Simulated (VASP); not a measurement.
Set up this calculation in VASP 6.6.1, as the native input.

| Item | Value |
| --- | --- |
| Task | electric field gradients |
| Functional | LDA |
| Potentials or basis | VASP PAW LDA potentials, release 64 (Te) |
| Cutoff | 520 eV |
| k mesh | 8 × 8 × 8 |
| Occupations | fermi-dirac, width 0.05 eV |
| Spin | no spin polarisation |
| Dipole correction | no |
| Further INCAR settings | ALGO = Normal; EDIFF = 1e-08; NBANDS = 16 |

The structure of Te lies in POSCAR:

```
Te
1.0
    4.2898182317     -2.4024035783      0.0000000000
    4.2898182317      2.4024035783      0.0000000000
   -0.1321666442      0.0000000000      4.0094263667
Te
3
Direct
    0.6760000000      0.6760000000      0.6750000000
    0.3240000000      0.3240000000      0.3250000000
    0.0000000000      0.0000000000      0.0000000000
```

These files were run (other wordings do the same):

INCAR

```
PREC = Accurate
ENCUT = 520
EDIFF = 1E-8
ISMEAR = -1
SIGMA = 0.05
LREAL = False
LASPH = True
NELM = 100
ALGO = Normal
ISIF = 2
LWAVE = False
LCHARG = False
GGA = CA
LEFG = True
NBANDS = 16
```

KPOINTS

```
Automatic mesh
0
Gamma
  8 8 8
```

Potentials or basis: VASP PAW LDA potentials, release 64 (Te).

Command:

```console
$ cat potpaw_LDA.64/Te/POTCAR > POTCAR
$ mpirun -np 1 vasp_std > vasp.out
```

Results of the run:

```
Pressure                                : 1.7 GPa
Largest force                           : 0.361 eV/Å
Band gap on the k mesh                  : zero (bands 9 and 10 overlap by 3.19 eV)
Largest electric field gradient by atom : Te -278.4, -313.8 (each value once) V/Å²
```

Caveat: without QUAD_EFG the Cq values of the log hold for a quadrupole moment of 1 mb, not for the nuclei; spin-orbit coupling is left out, which moves the levels of the heavy elements.

It took 98 s on 1 thread of Intel(R) Xeon(R) Platinum 8488C (Sapphire Rapids), on a shared host, peak memory 0.28 GiB.
